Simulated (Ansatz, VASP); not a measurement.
# Two plane-wave programs on Ca

The input INCAR:

```
SYSTEM = Ca
PREC = Accurate
ENCUT = 520
EDIFF = 1E-7
ISMEAR = -1
SIGMA = 0.1
LREAL = .False.
LASPH = .True.
NELM = 100
ALGO = Normal
ISIF = 2
LWAVE = .False.
LCHARG = .False.
GGA = RP
NBANDS = 17
```

KPOINTS

```
Automatic mesh
0
Gamma
  10 10 6
  0 0 0
```

The input POSCAR:

```
Ca
1.0
    4.0795253223      0.0000000000      0.0000000000
   -2.0397626612      3.5329725645      0.0000000000
    0.0000000000      0.0000000000      6.6968378400
Ca
2
Direct
    0.3333333333      0.6666666667      0.2500000000
    0.6666666667      0.3333333333      0.7500000000
```

Input for Ansatz:

```yaml
crystal:
  lattice:
    - [4.0795253223, 0.0, 0.0]
    - [-2.0397626612, 3.5329725645, 0.0]
    - [0.0, 0.0, 6.69683784]
  atoms:
    - { symbol: Ca, position: [0.3333333333, 0.6666666667, 0.25] }
    - { symbol: Ca, position: [0.6666666667, 0.3333333333, 0.75] }
hamiltonian:
  xc: rpbe
  pseudopotentials:
    kind: paw
    azcp:
      Ca: "pseudopotentials/Ca.paw.azcp"
basis:
  ecutwfc: 420
  fft_grid_basis: typed
kpoints:
  mp_grid: { grid: [10, 10, 6], shift: [0, 0, 0] }
magnetization:
  spin_polarized: false
scf:
  occupations: { method: fermi_dirac, width: 0.1 }
  lower_state_search: "off"
output:
  stress: true
  write_density: true
  write_potential: true
  elf: true
  volumetric_format: npy
```

Alike in both runs: task single point; functional RPBE; k mesh 10 × 10 × 6; occupations fermi-dirac, width 0.1 eV; no spin polarisation.

|  | VASP | Ansatz |
| --- | --- | --- |
| version | VASP 6.6.1 | Ansatz 0.2.0 |
| potentials or method | VASP PAW PBE potentials, release 64 (Ca_sv), cutoff 520 eV | plane waves (420 eV) with PAW, scalar-relativistic |
| valence electrons in the cell | 20 | 20 |

```csv
,VASP,Ansatz,Ansatz less VASP
pressure (GPa),-1.1,-1.1,0.00
"traceless stress, the component that is largest in VASP (GPa)",-0.05,-0.05,-0.002
```

VASP's potentials were made for PBE, not for RPBE.
